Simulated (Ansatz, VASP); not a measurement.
# Rb: VASP beside Ansatz

Contents of INCAR:

```
SYSTEM = Rb
ALGO = Normal ; EDIFF = 1E-6
ENCUT = 520 ; GGA = PE
ISIF = 2 ; ISMEAR = 1
LASPH = .True. ; LCHARG = .False.
LREAL = .False. ; LWAVE = .False.
NBANDS = 10 ; NELM = 100
PREC = Accurate ; SIGMA = 0.1
```

File KPOINTS:

```
k-points
0
Gamma
  5 5 5
  0 0 0
```

Contents of POSCAR:

```
Rb
1.0
   -2.8294781411      2.8294781411      2.8294781411
    2.8294781411     -2.8294781411      2.8294781411
    2.8294781411      2.8294781411     -2.8294781411
Rb
1
Direct
    0.0069113484      0.0155040275      0.0134849366
```

Input for Ansatz:

```yaml
crystal:
  lattice:
    - [-2.8294781411187127, 2.829478141118713, 2.8294781411187127]
    - [2.8294781411187127, -2.829478141118713, 2.8294781411187127]
    - [2.8294781411187127, 2.829478141118712, -2.8294781411187127]
  atoms:
    - { symbol: Rb, position: [0.006911348377271228, 0.015504027474609147, 0.013484936561257693] }
kpoints:
  mp_grid:
    grid: [5, 5, 5]
hamiltonian:
  xc: pbe
scf:
  occupations:
    method: methfessel_paxton
    width: 0.1
output:
  forces: true
  stress: true
```

Alike in both runs: task single point; functional PBE; k mesh 5 × 5 × 5; occupations methfessel-paxton of order 1, width 0.1 eV; no spin polarisation.

|  | VASP | Ansatz |
| --- | --- | --- |
| version | VASP 6.6.1 | Ansatz 0.2.0 |
| potentials or method | VASP PAW PBE potentials, release 64 (Rb_sv) | plane waves, PAW |
| plane-wave cutoff (eV) | 520 | 420 |
| valence electrons in the cell | 9 | 9 |

|  | VASP | Ansatz | Ansatz less VASP |
| --- | --- | --- | --- |
| pressure (GPa) | 0.0 | 0.0 | 0.00 |
